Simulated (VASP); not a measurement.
# TePb (P6_3/mmc) in VASP: relaxation of cell and atoms with r2SCAN

Aim: the relaxation of cell and atoms of TePb with r2SCAN.

All numbers are computed with VASP 6.6.1; they aren't measurements. Logs are shortened: lines on timing, memory, paths and dates and some standing lists are left out, and cuts for length are marked.

## 1. The cell of the first run

It takes space group P6_3/mmc (No. 194, hexagonal). Conventional cell: a = 5.528 Å, b = 5.528 Å, c = 6.618 Å, α = 90.00°, β = 90.00°, γ = 120.00°. Pb (site symmetry -6m2) has 5 Te at 3.19 to 3.31 Å within 4.2 Å. Within 4.2 Å of Te (site symmetry -6m2) lie 5 Pb at 3.19 to 3.31 Å.

## 2. Relaxation of cell and atoms, r2SCAN

The input, POSCAR:

```
TePb
1.0
    5.5276144130      0.0000000000      0.0000000000
   -2.7638072065      4.7870545040      0.0000000000
    0.0000000000      0.0000000000      6.6181666406
Pb Te
2 2
Direct
    0.3333333333      0.6666666667      0.2500000000
    0.6666666667      0.3333333333      0.7500000000
    0.6666666667      0.3333333333      0.2500000000
    0.3333333333      0.6666666667      0.7500000000
```

The input, INCAR.step1:

```
SYSTEM = TePb
PREC = Accurate
ENCUT = 600
ISMEAR = -1
SIGMA = 0.02
LREAL = .FALSE.
LASPH = .TRUE.
NELM = 60
GGA = PE
ALGO = Normal
EDIFF = 1E-4
LWAVE = .TRUE.
LCHARG = .FALSE.
```

The input, INCAR.step2:

```
SYSTEM = TePb
PREC = Accurate
ENCUT = 600
EDIFF = 1E-6
ISMEAR = -1
SIGMA = 0.02
LREAL = .FALSE.
LASPH = .TRUE.
NELM = 60
ALGO = Normal
ISIF = 3
LWAVE = .FALSE.
LCHARG = .FALSE.
METAGGA = R2SCAN
LMIXTAU = .TRUE.
IBRION = 2
NSW = 80
EDIFFG = -0.005
ISTART = 1
```

The input, KPOINTS:

```
regular mesh
0
G
  6 6 4
  0 0 0
```

Potentials or basis: VASP PAW PBE potentials, release 64 (Pb_d, Te).

Run with:

```bash
cat potpaw_PBE.64/Pb_d/POTCAR potpaw_PBE.64/Te/POTCAR > POTCAR
cp INCAR.step1 INCAR
mpirun -np 1 vasp_std > vasp.out
cp INCAR.step2 INCAR
mpirun -np 1 vasp_std > vasp.out
```

OUTCAR:

```text
SYSTEM = TePb
   PREC = Accurate
   ENCUT = 600
   EDIFF = 1E-6
   ISMEAR = -1
   LREAL = .FALSE.
   LASPH = .TRUE.
   NELM = 60
   ISIF = 3
   METAGGA = R2SCAN
   IBRION = 2
   NSW = 80
   EDIFFG = -0.005
   ISTART = 1

 ion  position               nearest neighbor table
   1  0.333  0.667  0.250-   3 3.19   3 3.19   3 3.19   4 3.31   4 3.31
   2  0.667  0.333  0.750-   4 3.19   4 3.19   4 3.19   3 3.31   3 3.31
   3  0.667  0.333  0.250-   1 3.19   1 3.19   1 3.19   2 3.31   2 3.31
   4  0.333  0.667  0.750-   2 3.19   2 3.19   2 3.19   1 3.31   1 3.31

  LATTYP: Found a hexagonal cell.
 ALAT       =     5.5276144130
 C/A-ratio  =     1.1972916608

  Lattice vectors:

 A1 = (   5.5276144130,   0.0000000000,   0.0000000000)
 A2 = (  -2.7638072065,   4.7870545040,   0.0000000000)
 A3 = (   0.0000000000,   0.0000000000,   6.6181666406)

Analysis of symmetry for initial positions (statically):
=====================================================================
 Subroutine PRICEL returns:
 Original cell was already a primitive cell.

 Routine SETGRP: Setting up the symmetry group for a
 hexagonal supercell.

 Subroutine GETGRP returns: Found 24 space group operations
 (whereof 12 operations were pure point group operations)
 out of a pool of 24 trial point group operations.

The static configuration has the point symmetry D_3d.
 The point group associated with its full space group is D_6h.

Analysis of symmetry for dynamics (positions and initial velocities):
=====================================================================
 Subroutine PRICEL returns:
 Original cell was already a primitive cell.

 Routine SETGRP: Setting up the symmetry group for a
 hexagonal supercell.

 Subroutine GETGRP returns: Found 24 space group operations
 (whereof 12 operations were pure point group operations)
 out of a pool of 24 trial point group operations.

The dynamic configuration has the point symmetry D_3d.
 The point group associated with its full space group is D_6h.

 Subroutine INISYM returns: Found 24 space group operations
 (whereof 12 operations are pure point group operations),
 and found     1 'primitive' translations

----------------------------------------------------------------------------------------

                                     Primitive cell

  volume of cell :     175.1233

  direct lattice vectors                    reciprocal lattice vectors
     5.527614413  0.000000000  0.000000000     0.180909869  0.104448362  0.000000000
    -2.763807207  4.787054504  0.000000000     0.000000000  0.208896723  0.000000000
     0.000000000  0.000000000  6.618166641     0.000000000  0.000000000  0.151099248

  length of vectors
     5.527614413  5.527614413  6.618166641     0.208896723  0.208896723  0.151099248

  position of ions in fractional coordinates (direct lattice)
     0.333333333  0.666666667  0.250000000
     0.666666667  0.333333333  0.750000000
     0.666666667  0.333333333  0.250000000
     0.333333333  0.666666667  0.750000000

  ion indices of the primitive-cell ions
   primitive index   ion index
                 1           1
                 2           2
                 3           3
                 4           4

----------------------------------------------------------------------------------------

 KPOINTS: regular mesh

Automatic generation of k-mesh.
 Grid dimensions read from file:
 generate k-points for:    6    6    4

 Generating k-lattice:

  Cartesian coordinates                     Fractional coordinates (reciprocal lattice)
     0.030151645  0.017408060  0.000000000     0.166666667 -0.000000000  0.000000000
     0.000000000  0.034816121  0.000000000     0.000000000  0.166666667  0.000000000
     0.000000000  0.000000000  0.037774812     0.000000000  0.000000000  0.250000000

  Length of vectors
     0.034816121  0.034816121  0.037774812

  Shift w.r.t. Gamma in fractional coordinates (k-lattice)
     0.000000000  0.000000000  0.000000000

 Subroutine IBZKPT returns following result:
 ===========================================

 Found     21 irreducible k-points:

 Following reciprocal coordinates:
            Coordinates               Weight
  0.000000  0.000000  0.000000      1.000000
  0.166667  0.000000  0.000000      6.000000
  0.333333  0.000000  0.000000      6.000000
  0.500000  0.000000  0.000000      3.000000
  0.166667  0.166667  0.000000      6.000000
  0.333333  0.166667  0.000000     12.000000
[... 13 lines left out ...]
  0.333333  0.166667  0.500000     12.000000
  0.333333  0.333333  0.500000      2.000000
   k-points           NKPTS =     21   k-points in BZ     NKDIM =     21   number of bands    NBANDS=     24
   number of dos      NEDOS =    301   number of ions     NIONS =      4
   total plane-waves  NPLWV = 124416
   dimension x,y,z NGX =    48 NGY =   48 NGZ =   54
   dimension x,y,z NGXF=    96 NGYF=   96 NGZF=  108
   ions per type =               2   2
   NGX,Y,Z   is equivalent  to a cutoff of  14.44, 14.44, 13.56 a.u.
   NGXF,Y,Z  is equivalent  to a cutoff of  28.87, 28.87, 27.13 a.u.
 SYSTEM =  TePb
   PREC   = accura    normal or accurate (medium, high low for compatibility)
   ISTART =      1    job   : 0-new  1-cont  2-samecut
   ICHARG =      0    charge: 1-file 2-atom 10-const
   ISPIN  =      1    spin polarized calculation?
   LNONCOLLINEAR =      F non collinear calculations
   LSORBIT =      F    spin-orbit coupling
   LASPH  =      T    aspherical Exc in radial PAW
   ENCUT  =  600.0 eV  44.10 Ry    6.64 a.u.  11.04 11.04 13.22*2*pi/ulx,y,z
   NELM   =     60;   NELMIN=  2; NELMDL=  0     # of ELM steps
   EDIFF  = 0.1E-05   stopping-criterion for ELM
   LREAL  =      F    real-space projection
   EDIFFG = -.5E-02   stopping-criterion for IOM
   NSW    =     80    number of steps for IOM
   IBRION =      2    ionic relax: 0-MD 1-quasi-New 2-CG
   NFREE  =      1    steps in history (QN), initial steepest desc. (CG)
   ISIF   =      3    stress and relaxation
   ISYM   =      2    0-nonsym 1-usesym 2-fastsym
   POTIM  = 0.5000    time-step for ionic-motion
   TEBEG  =    0.0;   TEEND  =   0.0 temperature during run
   PSTRESS=    0.0 pullay stress
   NELECT =      40.0000    total number of electrons
   NUPDOWN=      -1.0000    fix difference up-down
   EMIN   =  10.00;   EMAX   =-10.00  energy-range for DOS
   EFERMI =   0.00;   METHOD = LEGACY
   ISMEAR =    -1;   SIGMA  =   0.02  broadening in eV -4-tet -1-fermi 0-gaus
   EFERMI_NEDOS =   21; number of points for ismear=-14 and -15
   IALGO  =     38    algorithm
   IMIX   =      4    mixing-type and parameters
     AMIX     =   0.40;   BMIX     =  1.00
     AMIX_MAG =   1.60;   BMIX_MAG =  1.00
  volume/ion in A,a.u.               =      43.78       295.45
  Fermi-wavevector in a.u.,A,eV,Ry     =   1.000722  1.891091 13.625487  1.001445
  Thomas-Fermi vector in A             =   2.133097
   LORBIT       =      0    0 simple, 1 ext, 2 COOP (PROOUT), +10 PAW based schemes
   METAGGA = R2SCAN    functional components
   LHFCALC =     F    Hartree Fock is set to
   AEXX    =    0.0000 exact exchange contribution
   IVDW    =     0    specifies the selected vdW correction
   LEPSILON=     F    determine dielectric tensor
   LRPA    =     F    only Hartree local field effects (RPA)
 conjugate gradient relaxation of ions
 non-spin polarized calculation
  energy-cutoff  :      600.00
  volume of cell :      175.12
 maximum number of plane-waves:      5871
 NGX is ok and might be reduce to    48
   NGX = 23   NGY = 23   NGZ = 27

--------------------------------------- Ionic step        1  -------------------------------------------

 number of electron      40.0000000 magnetization

 Free energy of the ion-electron system (eV)
  ---------------------------------------------------
  ext. energy  EPLUGINS =         0.00000000
  ---------------------------------------------------
  free energy    TOTEN  =      -164.90779227 eV

  energy without entropy =     -164.90779227  energy(sigma->0) =     -164.90779227

------------------------ aborting loop because EDIFF is reached ----------------------------------------

  FORCE on cell =-STRESS in cart. coord.  units (eV):
  Direction    XX          YY          ZZ          XY          YZ          ZX
  --------------------------------------------------------------------------------------
  -------------------------------------------------------------------------------------
  Total       -0.5132490     -0.5132490     -0.6605201      0.0000000      0.0000000      0.0000000
  in kB       -4.6956413     -4.6956413     -6.0430033      0.0000000      0.0000000      0.0000000
  external PRESSURE =      -5.1447619 kB  Pullay stress =       0.0000000 kB

 VOLUME and BASIS-vectors are now :
 -----------------------------------------------------------------------------
  energy-cutoff  :      600.00
  volume of cell :      175.12
      direct lattice vectors                 reciprocal lattice vectors
     5.527614413  0.000000000  0.000000000     0.180909869  0.104448362  0.000000000
    -2.763807207  4.787054504  0.000000000     0.000000000  0.208896723  0.000000000
     0.000000000  0.000000000  6.618166641     0.000000000  0.000000000  0.151099248
[... 39 lines left out ...]
 POSITION                                       TOTAL-FORCE (eV/Angst)
 -----------------------------------------------------------------------------------
     -0.00000      3.17161      1.64136        -0.000000     -0.000000      0.000000
      2.74670      1.58581      4.92408         0.000000      0.000000     -0.000000
      2.74670      1.58581      1.64136         0.000000     -0.000000      0.000000
     -0.00000      3.17161      4.92408        -0.000000      0.000000      0.000000
 -----------------------------------------------------------------------------------
    total drift:                                0.000000      0.000000     -0.000000

  FREE ENERGIE OF THE ION-ELECTRON SYSTEM (eV)
  ---------------------------------------------------
  free  energy   TOTEN  =      -164.9124661524 eV

  energy  without entropy=     -164.9124661524  energy(sigma->0) =     -164.91246615

--------------------------------------- Ionic step        3  -------------------------------------------

 number of electron      40.0000005 magnetization

 Free energy of the ion-electron system (eV)
  ---------------------------------------------------
  ext. energy  EPLUGINS =         0.00000000
  ---------------------------------------------------
  free energy    TOTEN  =      -164.91269767 eV

  energy without entropy =     -164.91269767  energy(sigma->0) =     -164.91269767

 E-fermi :   3.8079     XC(G=0):  -8.4485

 val. band max:        3.3653258147   @ k =   0.3333   0.3333   0.5000
 cond. band min:       4.7504832703   @ k =   0.3333   0.3333   0.5000
 fundamental gap:      1.3851574556
 Fermi energy:         3.8078715777

 k-point     1 :       0.0000    0.0000    0.0000
  band No.  band energies     occupation
      1     -14.1139      2.00000
      2     -14.0745      2.00000
      3     -14.0745      2.00000
      4     -14.0738      2.00000
      5     -14.0737      2.00000
      6     -14.0643      2.00000
[... 16 lines left out ...]
     23       6.4627      0.00000
     24       6.4627      0.00000
[... 560 lines left out ...]
 POSITION                                       TOTAL-FORCE (eV/Angst)
 -----------------------------------------------------------------------------------
     -0.00000      3.17506      1.64366         0.000000     -0.000000      0.000000
      2.74968      1.58753      4.93098        -0.000000      0.000000     -0.000000
      2.74968      1.58753      1.64366         0.000000     -0.000000      0.000000
     -0.00000      3.17506      4.93098         0.000000     -0.000000      0.000000
 -----------------------------------------------------------------------------------
    total drift:                                0.000000      0.000000     -0.000000

  FREE ENERGIE OF THE ION-ELECTRON SYSTEM (eV)
  ---------------------------------------------------
  free  energy   TOTEN  =      -164.9126976715 eV

  energy  without entropy=     -164.9126976715  energy(sigma->0) =     -164.91269767

 reached required accuracy - stopping structural energy minimisation
```

It took 11 min on 1 thread of Intel Xeon 6975P-C (Granite Rapids), shared host; peak memory 0.45 GiB.

What came out:

```
Free energy                           : -164.9127 eV
Relaxed volume                        : 43.05 Å³/atom
Relaxed cell                          : a = 5.499 Å, b = 5.499 Å, c = 6.575 Å, α = 90.00°, β = 90.00°, γ = 120.00°
Space group after relaxing (to 0.1 Å) : P6_3/mmc (No. 194)
Energy gained by relaxing             : 1.2 meV/atom
Ionic steps                           : 3
Pressure after relaxing               : 0.0 GPa
Band gap on the k mesh                : 1.39 eV
```

The path:
```csv
step,energy change (eV),largest force (eV/Å),pressure (GPa),volume (Å³)
1,0.0000,0.0000,-0.51,175.12
2,-0.0047,0.0000,0.12,171.58
3,-0.0049,0.0000,0.01,172.20
```

Final structure:
```yaml
crystal:
  lattice:
    - [5.49937, 0.00000, 0.00000]
    - [-2.74968, 4.76259, 0.00000]
    - [0.00000, 0.00000, 6.57464]
  atoms:
    - { symbol: Pb, position: [0.33333, 0.66667, 0.25000] }
    - { symbol: Pb, position: [0.66667, 0.33333, 0.75000] }
    - { symbol: Te, position: [0.66667, 0.33333, 0.25000] }
    - { symbol: Te, position: [0.33333, 0.66667, 0.75000] }
```

Caveat: the PAW data sets were made with another functional, which shifts forces and pressure a little; spin-orbit coupling is left out, which moves the levels of the heavy elements.
